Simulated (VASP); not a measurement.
# GaSb (I-4m2) in VASP: notebook

Runs on GaSb. Level: LDA. Tasks: single point.

Everything below comes from runs of VASP 6.6.1. Logs are shortened: lines on timing, memory, paths and dates and some standing lists are left out, and cuts for length are marked.

## Step 1: The cell of the first run

Symmetry: I-4m2, No. 119, tetragonal system. The conventional cell has a = 5.757 Å, b = 5.757 Å, c = 2.831 Å, α = 90.00°, β = 90.00°, γ = 90.00°. Ga (site symmetry -4m2) has 2 Ga at 2.83 Å and 8 Sb at 2.96 to 3.58 Å within 3.7 Å. Within 3.7 Å of Sb (site symmetry -4m2) lie 2 Sb at 2.83 Å and 8 Ga at 2.96 to 3.58 Å.

## Step 2: Single point, LDA

File INCAR:

```
SYSTEM = GaSb
ALGO = Normal
EDIFF = 1E-6
ENCUT = 520
ISIF = 2
ISMEAR = 0
LASPH = .True.
LCHARG = .False.
LREAL = .False.
LWAVE = .False.
NBANDS = 16
NELM = 80
PREC = Accurate
SIGMA = 0.15
```

File KPOINTS:

```
k-points
0
Gamma
  16 16 16
  0 0 0
```

File POSCAR:

```
GaSb
1.0
   -2.8786500000      2.8786500000      1.4155500000
    2.8786500000     -2.8786500000      1.4155500000
    2.8786500000      2.8786500000     -1.4155500000
Ga Sb
1 1
Direct
    0.2500000000      0.7500000000      0.5000000000
    0.0000000000      0.0000000000      0.0000000000
```

Potentials or basis: VASP PAW LDA potentials, release 64 (Ga_d, Sb).

Command:

```sh
cat potpaw_LDA.64/Ga_d/POTCAR potpaw_LDA.64/Sb/POTCAR > POTCAR
mpirun -np 1 vasp_std > vasp.out
```

OUTCAR:

```text
SYSTEM = GaSb
   EDIFF = 1E-6
   ENCUT = 520
   ISIF = 2
   ISMEAR = 0
   LASPH = .True.
   LREAL = .False.
   NELM = 80
   PREC = Accurate

 ion  position               nearest neighbor table
   1  0.250  0.750  0.500-   2 2.96   2 2.96   2 2.96   2 2.96
   2  0.000  0.000  0.000-   1 2.96   1 2.96   1 2.96   1 2.96

  LATTYP: Found a body centered tetragonal cell.
 ALAT       =     5.7573000000
 C/A-ratio  =     0.4917409202

  Lattice vectors:

 A1 = (  -2.8786500000,   2.8786500000,   1.4155500000)
 A2 = (   2.8786500000,  -2.8786500000,   1.4155500000)
 A3 = (   2.8786500000,   2.8786500000,  -1.4155500000)

Analysis of symmetry for initial positions (statically):
=====================================================================
 Subroutine PRICEL returns:
 Original cell was already a primitive cell.

 Routine SETGRP: Setting up the symmetry group for a
 body centered tetragonal supercell.

 Subroutine GETGRP returns: Found  8 space group operations
 (whereof  8 operations were pure point group operations)
 out of a pool of 16 trial point group operations.

The static configuration has the point symmetry D_2d.

Analysis of symmetry for dynamics (positions and initial velocities):
=====================================================================
 Subroutine PRICEL returns:
 Original cell was already a primitive cell.

 Routine SETGRP: Setting up the symmetry group for a
 body centered tetragonal supercell.

 Subroutine GETGRP returns: Found  8 space group operations
 (whereof  8 operations were pure point group operations)
 out of a pool of 16 trial point group operations.

The dynamic configuration has the point symmetry D_2d.

 Subroutine INISYM returns: Found  8 space group operations
 (whereof  8 operations are pure point group operations),
 and found     1 'primitive' translations

----------------------------------------------------------------------------------------

                                     Primitive cell

  volume of cell :      46.9205

  direct lattice vectors                    reciprocal lattice vectors
    -2.878650000  2.878650000  1.415550000     0.000000000  0.173692529  0.353219597
     2.878650000 -2.878650000  1.415550000     0.173692529  0.000000000  0.353219597
     2.878650000  2.878650000 -1.415550000     0.173692529  0.173692529  0.000000000

  length of vectors
     4.310108287  4.310108287  4.310108287     0.393615521  0.393615521  0.245638331

  position of ions in fractional coordinates (direct lattice)
     0.250000000  0.750000000  0.500000000
     0.000000000  0.000000000  0.000000000

  ion indices of the primitive-cell ions
   primitive index   ion index
                 1           1
                 2           2

----------------------------------------------------------------------------------------

 KPOINTS: k-points

Automatic generation of k-mesh.
 Grid dimensions read from file:
 generate k-points for:   16   16   16

 Generating k-lattice:

  Cartesian coordinates                     Fractional coordinates (reciprocal lattice)
     0.000000000  0.010855783  0.022076225     0.062500000 -0.000000000  0.000000000
     0.010855783  0.000000000  0.022076225    -0.000000000  0.062500000  0.000000000
     0.010855783  0.010855783  0.000000000     0.000000000  0.000000000  0.062500000

  Length of vectors
     0.024600970  0.024600970  0.015352396

  Shift w.r.t. Gamma in fractional coordinates (k-lattice)
     0.000000000  0.000000000  0.000000000

 Subroutine IBZKPT returns following result:
 ===========================================

 Found    349 irreducible k-points:

 Following reciprocal coordinates:
            Coordinates               Weight
  0.000000  0.000000  0.000000      1.000000
  0.062500 -0.000000  0.000000      8.000000
  0.125000 -0.000000  0.000000      8.000000
  0.187500  0.000000  0.000000      8.000000
  0.250000 -0.000000  0.000000      8.000000
  0.312500 -0.000000  0.000000      8.000000
[... 16 lines left out ...]
 -0.125000  0.062500 -0.000000     16.000000
 -0.062500  0.062500  0.000000      4.000000
 [... further k-points ...]
   k-points           NKPTS =    349   k-points in BZ     NKDIM =    349   number of bands    NBANDS=     16
   number of dos      NEDOS =    301   number of ions     NIONS =      2
   total plane-waves  NPLWV =  32768
   dimension x,y,z NGX =    32 NGY =   32 NGZ =   32
   dimension x,y,z NGXF=    64 NGYF=   64 NGZF=   64
   ions per type =               1   1
   NGX,Y,Z   is equivalent  to a cutoff of  12.34, 12.34, 12.34 a.u.
   NGXF,Y,Z  is equivalent  to a cutoff of  24.69, 24.69, 24.69 a.u.
 SYSTEM =  GaSb
   PREC   = accura    normal or accurate (medium, high low for compatibility)
   ISTART =      0    job   : 0-new  1-cont  2-samecut
   ICHARG =      2    charge: 1-file 2-atom 10-const
   ISPIN  =      1    spin polarized calculation?
   LNONCOLLINEAR =      F non collinear calculations
   LSORBIT =      F    spin-orbit coupling
   LASPH  =      T    aspherical Exc in radial PAW
   ENCUT  =  520.0 eV  38.22 Ry    6.18 a.u.   8.01  8.01  8.01*2*pi/ulx,y,z
   NELM   =     80;   NELMIN=  2; NELMDL= -5     # of ELM steps
   EDIFF  = 0.1E-05   stopping-criterion for ELM
   LREAL  =      F    real-space projection
   EDIFFG = 0.1E-04   stopping-criterion for IOM
   NSW    =      0    number of steps for IOM
   IBRION =     -1    ionic relax: 0-MD 1-quasi-New 2-CG
   NFREE  =      0    steps in history (QN), initial steepest desc. (CG)
   ISIF   =      2    stress and relaxation
   ISYM   =      2    0-nonsym 1-usesym 2-fastsym
   POTIM  = 0.5000    time-step for ionic-motion
   TEBEG  =    0.0;   TEEND  =   0.0 temperature during run
   PSTRESS=    0.0 pullay stress
   NELECT =      18.0000    total number of electrons
   NUPDOWN=      -1.0000    fix difference up-down
   EMIN   =  10.00;   EMAX   =-10.00  energy-range for DOS
   EFERMI =   0.00;   METHOD = LEGACY
   ISMEAR =     0;   SIGMA  =   0.15  broadening in eV -4-tet -1-fermi 0-gaus
   EFERMI_NEDOS =   21; number of points for ismear=-14 and -15
   IALGO  =     38    algorithm
   IMIX   =      4    mixing-type and parameters
     AMIX     =   0.40;   BMIX     =  1.00
     AMIX_MAG =   1.60;   BMIX_MAG =  1.00
  volume/ion in A,a.u.               =      23.46       158.32
  Fermi-wavevector in a.u.,A,eV,Ry     =   1.189537  2.247899 19.252226  1.414999
  Thomas-Fermi vector in A             =   2.325642
   LORBIT       =      0    0 simple, 1 ext, 2 COOP (PROOUT), +10 PAW based schemes
   GGA     = CA    functional components
   LHFCALC =     F    Hartree Fock is set to
   AEXX    =    0.0000 exact exchange contribution
   IVDW    =     0    specifies the selected vdW correction
   LEPSILON=     F    determine dielectric tensor
   LRPA    =     F    only Hartree local field effects (RPA)
 non-spin polarized calculation
 Gauss-broadening in eV      SIGMA  =   0.15
  energy-cutoff  :      520.00
  volume of cell :       46.92
 maximum number of plane-waves:      1283
   NGX = 17   NGY = 17   NGZ = 17

 number of electron      18.0000010 magnetization

 Free energy of the ion-electron system (eV)
  ---------------------------------------------------
  ext. energy  EPLUGINS =         0.00000000
  ---------------------------------------------------
  free energy    TOTEN  =        -8.21378436 eV

  energy without entropy =       -8.20440663  energy(sigma->0) =       -8.20909549

 E-fermi :   6.6534     XC(G=0): -10.5743

 val. band max:        6.6432145622   @ k =   0.3750   0.3750   0.1250
 cond. band min:       6.6657521764   @ k =  -0.1250  -0.2500   0.1250
 fundamental gap:      0.0225376142
 Fermi energy:         6.6534069648

 k-point     1 :       0.0000    0.0000    0.0000
  band No.  band energies     occupation
      1      -8.4024      2.00000
      2      -8.2387      2.00000
      3      -8.2334      2.00000
      4      -8.1462      2.00000
      5      -8.1462      2.00000
      6      -5.6584      2.00000
[... 8 lines left out ...]
     15      16.4467      0.00000
     16      17.3330      0.00000

 k-point     2 :       0.0625   -0.0000    0.0000
  band No.  band energies     occupation
      1      -8.3904      2.00000
      2      -8.2386      2.00000
      3      -8.2322      2.00000
      4      -8.1515      2.00000
      5      -8.1515      2.00000
      6      -5.5682      2.00000
[... 8 lines left out ...]
     15      16.4124      0.00000
     16      16.9328      0.00000

 k-point     3 :       0.1250   -0.0000    0.0000
  band No.  band energies     occupation
      1      -8.3562      2.00000
      2      -8.2380      2.00000
      3      -8.2288      2.00000
      4      -8.1669      2.00000
      5      -8.1668      2.00000
      6      -5.2975      2.00000
[... 8 lines left out ...]
     15      16.2246      0.00000
     16      17.0977      0.00000

 k-point     4 :       0.1875    0.0000    0.0000
  band No.  band energies     occupation
      1      -8.3051      2.00000
      2      -8.2372      2.00000
      3      -8.2239      2.00000
      4      -8.1898      2.00000
      5      -8.1893      2.00000
      6      -4.8462      2.00000
[... 8 lines left out ...]
     15      15.8144      0.00000
     16      15.8438      0.00000
[... 324 lines left out ...]
 k-point    22 :      -0.1875    0.0625    0.0000
  band No.  band energies     occupation
      1      -8.3555      2.00000
      2      -8.2399      2.00000
      3      -8.2277      2.00000
      4      -8.1670      2.00000
      5      -8.1665      2.00000
      6      -5.2124      2.00000
[... 8 lines left out ...]
     15      16.5568      0.00000
     16      17.3124      0.00000

 k-point    23 :      -0.1250    0.0625   -0.0000
  band No.  band energies     occupation
      1      -8.3899      2.00000
      2      -8.2398      2.00000
      3      -8.2314      2.00000
      4      -8.1516      2.00000
      5      -8.1513      2.00000
      6      -5.5111      2.00000
[... 8 lines left out ...]
     15      16.5181      0.00000
     16      17.3755      0.00000

 k-point    24 :      -0.0625    0.0625    0.0000
  band No.  band energies     occupation
      1      -8.4022      2.00000
      2      -8.2394      2.00000
      3      -8.2330      2.00000
      4      -8.1462      2.00000
      5      -8.1460      2.00000
      6      -5.6297      2.00000
[... 8 lines left out ...]
     15      16.6559      0.00000
     16      17.2817      0.00000

 [... further k-points ...]
[... 5 lines left out ...]
  --------------------------------------------------------------------------------------
  -------------------------------------------------------------------------------------
  Total       -1.5222590     -1.5222590      1.7329204      0.0000000     -0.0000000      0.0000000
  in kB      -51.9799894    -51.9799894     59.1733646      0.0000000     -0.0000000      0.0000000
  external PRESSURE =     -14.9288714 kB  Pullay stress =       0.0000000 kB

 VOLUME and BASIS-vectors are now :
 -----------------------------------------------------------------------------
  energy-cutoff  :      520.00
  volume of cell :       46.92
      direct lattice vectors                 reciprocal lattice vectors
    -2.878650000  2.878650000  1.415550000     0.000000000  0.173692529  0.353219597
     2.878650000 -2.878650000  1.415550000     0.173692529  0.000000000  0.353219597
     2.878650000  2.878650000 -1.415550000     0.173692529  0.173692529  0.000000000

 POSITION                                       TOTAL-FORCE (eV/Angst)
 -----------------------------------------------------------------------------------
      2.87865      0.00000      0.70778         0.000000     -0.000000     -0.000000
      0.00000      0.00000      0.00000        -0.000000      0.000000      0.000000
 -----------------------------------------------------------------------------------
    total drift:                                0.000000     -0.000000     -0.000000

  FREE ENERGIE OF THE ION-ELECTRON SYSTEM (eV)
  ---------------------------------------------------
  free  energy   TOTEN  =        -8.2137843552 eV

  energy  without entropy=       -8.2044066265  energy(sigma->0) =       -8.20909549
```

It took 3.7 min on 1 thread of Intel Xeon 8259CL, shared host; peak memory 0.38 GiB.

What came out:

```yaml
Free_energy: -8.2138 eV
Pressure: -1.5 GPa
Band_gap_on_the_k_mesh: zero (bands 9 and 10 overlap by 3.58 eV)
```

Levels at points of the mesh, in eV from the Fermi level:
```
           k point  band 5  band 6  band 7  band 8  band 9  band 10  band 11  band 12  band 13  band 14
(0.00, 0.00, 0.00)  -14.80  -12.31   -4.49   -2.56   -2.56     2.92     5.87     5.87     7.81     8.92
(0.50, 0.00, 0.00)  -14.74   -7.35   -5.45   -2.59   -1.35    -0.71     2.73     3.13     4.96     7.31
(0.50, 0.50, 0.00)  -14.80  -11.19   -8.33   -0.90    0.76     1.16     1.21     7.33     9.48    10.14
(0.50, 0.50, 0.50)  -14.80  -10.35   -6.61   -5.21   -5.21     6.67     8.13     8.46     8.46    12.28
```

Caveat: the stress differs along the axes, from -5 to 6 GPa; spin-orbit coupling is left out, which moves the levels of the heavy elements.

## Step 3: Single point, LDA

This run uses another cell than the first one, of 23.80 Å³/atom.

File INCAR:

```
PREC = Accurate
ENCUT = 520
EDIFF = 1E-7
ISMEAR = 0
SIGMA = 0.15
LREAL = F
LASPH = T
NELM = 80
ALGO = Normal
ISIF = 2
LWAVE = F
LCHARG = F
GGA = CA
NBANDS = 16
```

File KPOINTS:

```
regular mesh
0
Gamma
  16 16 16
```

File POSCAR:

```
GaSb
1.0
   -2.6275500000      2.6275500000      1.7233000000
    2.6275500000     -2.6275500000      1.7233000000
    2.6275500000      2.6275500000     -1.7233000000
Ga Sb
1 1
Direct
    0.2500000000      0.7500000000      0.5000000000
    0.0000000000      0.0000000000      0.0000000000
```

Potentials or basis: VASP PAW LDA potentials, release 64 (Ga_d, Sb).

Command:

```sh
cat potpaw_LDA.64/Ga_d/POTCAR potpaw_LDA.64/Sb/POTCAR > POTCAR
mpirun -np 1 vasp_std > vasp.out
```

Run time: 5.5 min. Hardware: 1 thread of Intel Xeon 8259CL, shared host; peak memory 0.38 GiB.

Results (log left out):

| Item | Value |
| --- | --- |
| Free energy | -8.2855 eV |
| Pressure | -2.1 GPa |
| Band gap on the k mesh | zero (bands 9 and 10 overlap by 4.87 eV) |

Stress tensor (GPa, compression positive):
```
-0.85  0.00  0.00
 0.00 -0.85  0.00
 0.00  0.00 -4.69
```

Levels at points of the mesh, in eV from the Fermi level:
```tsv
k point	band 6	band 7	band 8	band 9	band 10	band 11	band 12	band 13
(0.00, 0.00, 0.00)	-12.06	-1.81	-1.42	-1.42	3.50	3.99	5.86	7.08
(0.50, 0.00, 0.00)	-9.00	-6.04	-2.12	-1.94	-0.93	2.36	3.64	5.61
(0.50, 0.50, 0.00)	-10.27	-8.05	0.42	1.42	3.13	3.25	3.95	5.15
(0.50, 0.50, 0.50)	-8.83	-5.63	-4.89	-4.89	1.57	2.98	10.93	10.93
```

Caveat: spin-orbit coupling is left out, which moves the levels of the heavy elements.

(Part 1 of 2 ends here.)

The gap in the log of VASP goes by the Fermi energy; the results here count the filled bands.